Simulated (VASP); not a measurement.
A run of VASP 6.6.1 is set up as follows.

The input INCAR:

```
PREC = Accurate ; ENCUT = 600
EDIFF = 1E-7 ; ISMEAR = -1
SIGMA = 0.05 ; LREAL = F
LASPH = T ; NELM = 60
ALGO = Normal ; ISIF = 3
LWAVE = F ; LCHARG = F
GGA = PS ; IBRION = 2
NSW = 60 ; EDIFFG = -0.01
```

The input KPOINTS:

```
regular mesh
0
Gamma
  7 7 7
```

File POSCAR:

```
ScRu3
1.0
    3.9384370000      0.0000000000      0.0000000000
    0.0000000000      3.9384370000      0.0000000000
    0.0000000000      0.0000000000      3.9384370000
Ru Sc
3 1
Direct
    0.5000000000      0.5000000000      0.0000000000
    0.5000000000      0.0000000000      0.5000000000
    0.0000000000      0.5000000000      0.5000000000
    0.0000000000      0.0000000000      0.0000000000
```

Potentials or basis: VASP PAW PBE potentials, release 64 (Ru_pv, Sc_sv).

Command:

```bash
$ cat potpaw_PBE.64/Ru_pv/POTCAR potpaw_PBE.64/Sc_sv/POTCAR > POTCAR
$ mpirun -np 1 vasp_std > vasp.out
```

**Question.** Estimate the relaxed volume.

**Answer.** 14.59 Å³/atom.

**Question.** What does it give for the space group after relaxing (to 0.1 Å)?

**Answer.** Pm-3m (No. 221).

**Question.** What does it give for the band gap on the k mesh?

**Answer.** Zero (an odd number of electrons rules out a gap without spin polarisation).

**Question.** Estimate the relaxed cell.

**Answer.** a = 3.879 Å, b = 3.879 Å, c = 3.879 Å, α = 90.00°, β = 90.00°, γ = 90.00°.

Final structure:
```xyz
4
Lattice="3.8793 0.0000 0.0000 0.0000 3.8793 0.0000 0.0000 0.0000 3.8793" Properties=species:S:1:pos:R:3 pbc="T T T"
Ru    1.9397    1.9397    0.0000
Ru    1.9397    0.0000    1.9397
Ru    0.0000    1.9397    1.9397
Sc    0.0000    0.0000    0.0000
```

Caveat: the PAW data sets were made with another functional, which shifts forces and pressure a little.
